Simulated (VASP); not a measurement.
# Si (Fd-3m) in VASP: single point with PBE

Aim: the single point of Si with PBE.

Everything below comes from runs of VASP 6.6.1. Logs are shortened: lines on timing, memory, paths and dates and some standing lists are left out, and cuts for length are marked.

## 1. The cell of the first run

The structure is cubic, space group Fd-3m (No. 227). The conventional cell has a = 5.333 Å, b = 5.333 Å, c = 5.333 Å, α = 90.00°, β = 90.00°, γ = 90.00°. Si (site symmetry -43m) has 4 Si at 2.31 Å within 3.1 Å.

## 2. Single point, PBE, non-collinear spin, zero start, spin-orbit coupling

File INCAR:

```
ALGO     = Normal         # electronic algorithm
EDIFF    = 1E-6           # SCF threshold, eV
ENCUT    = 500            # plane-wave cutoff, eV
GGA      = PE             # functional
GGA_COMPAT= F            
ISIF     = 2              # what is computed and relaxed
ISMEAR   = 0              # smearing method
LASPH    = T              # aspherical terms in the spheres
LCHARG   = T              # write CHGCAR
LORBIT   = 11             # projections on sites
LORBMOM  = T            
LREAL    = F              # projectors in reciprocal space
LSORBIT  = T              # spin-orbit coupling
LVHAR    = T            
LWAVE    = F              # write WAVECAR
MAGMOM   = 0 0 0 0 0 0 0 0 0 0 0 0 # initial moments
NBANDS   = 30             # bands
NELM     = 200            # most SCF steps
PREC     = Accurate       # precision mode
SIGMA    = 0.05           # smearing width, eV
```

File KPOINTS:

```
k-points
0
Gamma
  8 8 6
```

File POSCAR:

```
Si
1.0
    0.0000000000     -2.6663917402     -2.6663917402
    0.0000000000      2.6663917402     -2.6663917402
    5.3327834804      0.0000000000      0.0000000000
Si
4
Direct
    0.5000000000      0.5000000000      0.0000000000
    0.0000000000      0.0000000000      0.5000000000
    1.0000000000      0.5000000000      0.2500000000
    0.5000000000      0.0000000000      0.7500000000
```

Potentials or basis: VASP PAW PBE potentials, release 64 (Si).

Run with:

```
$ cat potpaw_PBE.64/Si/POTCAR > POTCAR
$ mpirun -np 1 vasp_ncl > vasp.out
```

OUTCAR:

```text
EDIFF = 1E-6
   ENCUT = 500
   GGA = PE
   ISIF = 2
   ISMEAR = 0
   LASPH = T
   LORBIT = 11
   LREAL = F
   LSORBIT = T
   NELM = 200
   PREC = Accurate

 ion  position               nearest neighbor table
   1  0.500  0.500  0.000-   3 2.31   4 2.31   4 2.31   3 2.31
   2  0.000  0.000  0.500-   3 2.31   4 2.31   3 2.31   4 2.31
   3  0.000  0.500  0.250-   1 2.31   2 2.31   2 2.31   1 2.31
   4  0.500  0.000  0.750-   1 2.31   2 2.31   1 2.31   2 2.31

  LATTYP: Found a simple tetragonal cell.
 ALAT       =     3.7708473616
 C/A-ratio  =     1.4142135624

  Lattice vectors:

 A1 = (   0.0000000000,  -2.6663917402,  -2.6663917402)
 A2 = (   0.0000000000,   2.6663917402,  -2.6663917402)
 A3 = (   5.3327834804,   0.0000000000,   0.0000000000)

Analysis of symmetry for initial positions (statically):
=====================================================================
 Subroutine PRICEL returns following result:

  LATTYP: Found a face centered cubic cell.
 ALAT       =     5.3327834804
[... 12 lines left out ...]
 Subroutine GETGRP returns: Found 16 space group operations
 (whereof  8 operations were pure point group operations)
 out of a pool of 16 trial point group operations.

The static configuration has the point symmetry D_2d.
 The point group associated with its full space group is D_4h.

Analysis of symmetry for dynamics (positions and initial velocities):
=====================================================================
 Subroutine PRICEL returns following result:

  LATTYP: Found a face centered cubic cell.
 ALAT       =     5.3327834804
[... 12 lines left out ...]
 Subroutine GETGRP returns: Found 16 space group operations
 (whereof  8 operations were pure point group operations)
 out of a pool of 16 trial point group operations.

The dynamic configuration has the point symmetry D_2d.
 The point group associated with its full space group is D_4h.

Analysis of structural, dynamic, and magnetic symmetry:
=====================================================================
 Subroutine PRICEL returns following result:

  LATTYP: Found a face centered cubic cell.
 ALAT       =     5.3327834804
[... 12 lines left out ...]
 Subroutine GETGRP returns: Found 16 space group operations
 (whereof  8 operations were pure point group operations)
 out of a pool of 16 trial point group operations.

The overall configuration has the point symmetry D_2d.
 The point group associated with its full space group is D_4h.

 Subroutine INISYM returns: Found 16 space group operations
 (whereof  8 operations are pure point group operations),
 and found     2 'primitive' translations

----------------------------------------------------------------------------------------

                                     Primitive cell

  volume of cell :      37.9142

  direct lattice vectors                    reciprocal lattice vectors
    -2.666391740  0.000000000  2.666391740    -0.187519333  0.187519333  0.187519333
    -2.666391740 -2.666391740  0.000000000    -0.187519333 -0.187519333 -0.187519333
     0.000000000 -2.666391740  2.666391740     0.187519333 -0.187519333  0.187519333

  length of vectors
     3.770847362  3.770847362  3.770847362     0.324793012  0.324793012  0.324793012

  position of ions in fractional coordinates (direct lattice)
     0.500000000  0.500000000  0.500000000
     0.750000000  0.750000000  0.750000000

  ion indices of the primitive-cell ions
   primitive index   ion index
                 1           1
                 2           3

----------------------------------------------------------------------------------------

 KPOINTS: k-points

Automatic generation of k-mesh.
 Grid dimensions read from file:
 generate k-points for:    8    8    6

 Generating k-lattice:

  Cartesian coordinates                     Fractional coordinates (reciprocal lattice)
     0.000000000 -0.023439917 -0.023439917     0.125000000  0.000000000  0.000000000
     0.000000000  0.023439917 -0.023439917     0.000000000  0.125000000  0.000000000
     0.031253222  0.000000000  0.000000000     0.000000000  0.000000000  0.166666667

  Length of vectors
     0.033149048  0.033149048  0.031253222

  Shift w.r.t. Gamma in fractional coordinates (k-lattice)
     0.000000000  0.000000000  0.000000000

 Subroutine IBZKPT returns following result:
 ===========================================

 Found     60 irreducible k-points:

 Following reciprocal coordinates:
            Coordinates               Weight
  0.000000  0.000000  0.000000      1.000000
  0.125000  0.000000  0.000000      4.000000
  0.250000  0.000000  0.000000      4.000000
  0.375000  0.000000  0.000000      4.000000
[... 61 lines left out ...]
  Fermi-wavevector in a.u.,A,eV,Ry     =   0.974625  1.841774 12.924091  0.949894
  Thomas-Fermi vector in A             =   2.105100
   LORBIT       =     11    0 simple, 1 ext, 2 COOP (PROOUT), +10 PAW based schemes
   GGA     = PE    functional components
   LHFCALC =     F    Hartree Fock is set to
   AEXX    =    0.0000 exact exchange contribution
   IVDW    =     0    specifies the selected vdW correction
   LEPSILON=     F    determine dielectric tensor
   LRPA    =     F    only Hartree local field effects (RPA)
 Gauss-broadening in eV      SIGMA  =   0.05
  energy-cutoff  :      500.00
  volume of cell :       75.83
 maximum number of plane-waves:      3928
 NGX is ok and might be reduce to    28
   NGX = 13   NGY = 13   NGZ = 19

 number of electron      16.0000004 magnetization      -0.0000000     -0.0000000      0.0000000

 number of electron      16.0000004 magnetization      -0.0000000     -0.0000000     -0.0000000

 number of electron      16.0000004 magnetization       0.0000000      0.0000000      0.0000000

 number of electron      16.0000004 magnetization       0.0000000      0.0000000     -0.0000000

 Free energy of the ion-electron system (eV)
  ---------------------------------------------------
  ext. energy  EPLUGINS =         0.00000000
  ---------------------------------------------------
  free energy    TOTEN  =       -21.56059863 eV

  energy without entropy =      -21.56059863  energy(sigma->0) =      -21.56059863

 E-fermi :   6.6160     XC(G=0):  -9.6244

 val. band max:        6.4088303569   @ k =   0.0000   0.0000   0.0000
 cond. band min:       6.8611447114   @ k =   0.0000   0.0000   0.1667
 fundamental gap:      0.4523143546
 Fermi energy:         6.6160007176

 k-point     1 :       0.0000    0.0000    0.0000
  band No.  band energies     occupation
      1      -5.9497      1.00000
      2      -5.9497      1.00000
      3      -1.6029      1.00000
      4      -1.6029      1.00000
      5      -1.6029      1.00000
      6      -1.6029      1.00000
[... 733 lines left out ...]
     27      11.8839      0.00000
     28      11.8839      0.00000

 [... further k-points ...]

 [bands above 28 left out]

------------------------ aborting loop because EDIFF is reached ----------------------------------------

  FORCE on cell =-STRESS in cart. coord.  units (eV):
  Direction    XX          YY          ZZ          XY          YZ          ZX
  --------------------------------------------------------------------------------------
  -------------------------------------------------------------------------------------
  Total        3.7143436      3.7424531      3.7424531     -0.0000000      0.0000000      0.0000000
  in kB       78.4803255     79.0742520     79.0742520     -0.0000000      0.0000000      0.0000000
  external PRESSURE =      78.8762765 kB  Pullay stress =       0.0000000 kB

 VOLUME and BASIS-vectors are now :
 -----------------------------------------------------------------------------
  energy-cutoff  :      500.00
  volume of cell :       75.83
      direct lattice vectors                 reciprocal lattice vectors
     0.000000000 -2.666391740 -2.666391740     0.000000000 -0.187519333 -0.187519333
     0.000000000  2.666391740 -2.666391740     0.000000000  0.187519333 -0.187519333
     5.332783480  0.000000000  0.000000000     0.187519333  0.000000000  0.000000000

 POSITION                                       TOTAL-FORCE (eV/Angst)
 -----------------------------------------------------------------------------------
      0.00000      0.00000     -2.66639        -0.000000     -0.000000     -0.000000
      2.66639      0.00000      0.00000        -0.000000      0.000000      0.000000
      1.33320      1.33320     -1.33320         0.000000     -0.000000     -0.000000
      3.99959     -1.33320     -1.33320         0.000000      0.000000      0.000000
 -----------------------------------------------------------------------------------
    total drift:                                0.000000      0.000000     -0.000000

  FREE ENERGIE OF THE ION-ELECTRON SYSTEM (eV)
  ---------------------------------------------------
  free  energy   TOTEN  =       -21.5605986338 eV

  energy  without entropy=      -21.5605986338  energy(sigma->0) =      -21.56059863

 orbital moment (x)

 # of ion     p       tot
 --------------------------------
  1        -0.000  -0.000
  2         0.000   0.000
  3        -0.000  -0.000
  4         0.000   0.000
 --------------------------------
            0.000   0.000

 orbital moment (y)

 # of ion     p       tot
 --------------------------------
  1         0.000   0.000
  2        -0.000  -0.000
  3        -0.000  -0.000
  4        -0.000  -0.000
 --------------------------------
           -0.000  -0.000

 orbital moment (z)

 # of ion     p       tot
 --------------------------------
  1         0.000   0.000
  2         0.000   0.000
  3         0.000   0.000
  4         0.000   0.000
 --------------------------------
            0.000   0.000

 Spin-Orbit-Coupling matrix elements

 Ion:    1  E_soc:     -0.0003294
 l=   1
     0.0000000    -0.0000549    -0.0000549
    -0.0000549     0.0000000    -0.0000549
    -0.0000549    -0.0000549     0.0000000
 l=   2
     0.0000000     0.0000000     0.0000000     0.0000000     0.0000000
     0.0000000     0.0000000     0.0000000     0.0000000     0.0000000
     0.0000000     0.0000000     0.0000000     0.0000000     0.0000000
     0.0000000     0.0000000     0.0000000     0.0000000     0.0000000
     0.0000000     0.0000000     0.0000000     0.0000000     0.0000000
 l=   3
     0.0000000     0.0000000     0.0000000     0.0000000     0.0000000     0.0000000     0.0000000
     0.0000000     0.0000000     0.0000000     0.0000000     0.0000000     0.0000000     0.0000000
     0.0000000     0.0000000     0.0000000     0.0000000     0.0000000     0.0000000     0.0000000
     0.0000000     0.0000000     0.0000000     0.0000000     0.0000000     0.0000000     0.0000000
[... 49 lines left out ...]
 l=   2
     0.0000000     0.0000000     0.0000000     0.0000000     0.0000000
     0.0000000     0.0000000     0.0000000     0.0000000     0.0000000
     0.0000000     0.0000000     0.0000000     0.0000000     0.0000000
     0.0000000     0.0000000     0.0000000     0.0000000     0.0000000
     0.0000000     0.0000000     0.0000000     0.0000000     0.0000000
 l=   3
     0.0000000     0.0000000     0.0000000     0.0000000     0.0000000     0.0000000     0.0000000
     0.0000000     0.0000000     0.0000000     0.0000000     0.0000000     0.0000000     0.0000000
     0.0000000     0.0000000     0.0000000     0.0000000     0.0000000     0.0000000     0.0000000
     0.0000000     0.0000000     0.0000000     0.0000000     0.0000000     0.0000000     0.0000000
     0.0000000     0.0000000     0.0000000     0.0000000     0.0000000     0.0000000     0.0000000
     0.0000000     0.0000000     0.0000000     0.0000000     0.0000000     0.0000000     0.0000000
     0.0000000     0.0000000     0.0000000     0.0000000     0.0000000     0.0000000     0.0000000

 total charge

# of ion       s       p       d       tot
------------------------------------------
    1        0.752   0.981   0.000   1.734
    2        0.752   0.981   0.000   1.734
    3        0.752   0.981   0.000   1.734
    4        0.752   0.981   0.000   1.734
--------------------------------------------------
tot          3.009   3.926   0.000   6.935

 magnetization (x)

# of ion       s       p       d       tot
------------------------------------------
    1       -0.000   0.000   0.000   0.000
    2       -0.000  -0.000   0.000  -0.000
    3        0.000  -0.000   0.000  -0.000
    4        0.000   0.000   0.000   0.000
--------------------------------------------------
tot          0.000   0.000   0.000   0.000

 magnetization (y)

# of ion       s       p       d       tot
------------------------------------------
    1        0.000   0.000   0.000   0.000
    2        0.000   0.000   0.000   0.000
    3        0.000   0.000   0.000   0.000
    4        0.000   0.000   0.000   0.000
--------------------------------------------------
tot          0.000   0.000   0.000   0.000

 magnetization (z)

# of ion       s       p       d       tot
------------------------------------------
    1       -0.000  -0.000   0.000  -0.000
    2       -0.000  -0.000   0.000  -0.000
    3       -0.000  -0.000   0.000  -0.000
    4       -0.000  -0.000   0.000  -0.000
--------------------------------------------------
tot         -0.000  -0.000   0.000  -0.000
```

Wall time 5 min (1 thread of Oxide Virtual Turin-like, shared host); peak memory 0.36 GiB.

Results:

- Free energy: -21.5606 eV
- Pressure: 7.9 GPa
- Net moment: 0.00 μB per cell
- Valence electrons inside the program's atomic spheres: Si 1.73

Moments on the atoms (μB; x, y, z):
```
Si  0.00 0.00 0.00
Si  0.00 0.00 0.00
Si  0.00 0.00 0.00
Si  0.00 0.00 0.00
```

Caveat: the cell stands under pressure.
